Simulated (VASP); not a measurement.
A run of VASP 6.6.1 is set up as follows.

INCAR

```
  PREC = Accurate
  ENCUT = 520
  EDIFF = 1E-6
  ISMEAR = 0
  SIGMA = 0.05
  LREAL = False
  LASPH = True
  NELM = 60
  ALGO = Normal
  ISIF = 2
  LWAVE = False
  LCHARG = False
  GGA = PE
  NBANDS = 16
```

Contents of KPOINTS:

```
regular mesh
0
Gamma
  10 10 10
```

File POSCAR:

```
CdTe
1.0
    0.0000000000      3.3310044462      3.3310044462
    3.3310044462      0.0000000000      3.3310044462
    3.3310044462      3.3310044462      0.0000000000
Cd Te
1 1
Direct
    0.0000000000      0.0000000000      0.0000000000
    0.2500000000      0.2500000000      0.2500000000
```

Potentials or basis: VASP PAW PBE potentials, release 64 (Cd, Te).

Launch:

```bash
$ cat potpaw_PBE.64/Cd/POTCAR potpaw_PBE.64/Te/POTCAR > POTCAR
$ mpirun -np 1 vasp_std > vasp.out
```

(1) Estimate the band gap on the k mesh.

(2) Estimate the pressure.

Answers

(1) 0.53 eV.

(2) -0.6 GPa.

Caveat: spin-orbit coupling is left out, which moves the levels of the heavy elements.
